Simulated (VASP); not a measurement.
LiMg12 (a cell with a defect), 13 atoms in the cell. The cell holds a defect, 13 atoms: a = 6.420 Å, b = 9.630 Å, c = 5.213 Å, α = 90.00°, β = 90.00°, γ = 120.00°. 

* Program: VASP 6.6.1
* Task: single point
* Functional: PBE
* Potentials or basis: VASP PAW PBE potentials, release 64 (Mg, Li_sv)
* Cutoff: 520 eV
* k mesh: 4 × 3 × 4
* Occupations: fermi-dirac, width 0.05 eV
* Spin: no spin polarisation
* Dipole correction: no
* Further INCAR settings: ALGO = Normal; EDIFF = 1e-06; NBANDS = 26

Potentials or basis: VASP PAW PBE potentials, release 64 (Mg, Li_sv).

The run is started by

```bash
$ cat potpaw_PBE.64/Mg/POTCAR potpaw_PBE.64/Li_sv/POTCAR > POTCAR
$ mpirun -np 1 vasp_std > vasp.out
```

Hardware: 1 thread of AMD EPYC 9R45 96-Core Processor (Zen 5), with other jobs on the host.

Task: Estimate the wall time of this run.

Result: Run time: 92 s on 1 thread of AMD EPYC 9R45 96-Core Processor (Zen 5), on a shared host, peak memory 0.41 GiB. Counts: scf iterations 13, k points 26.
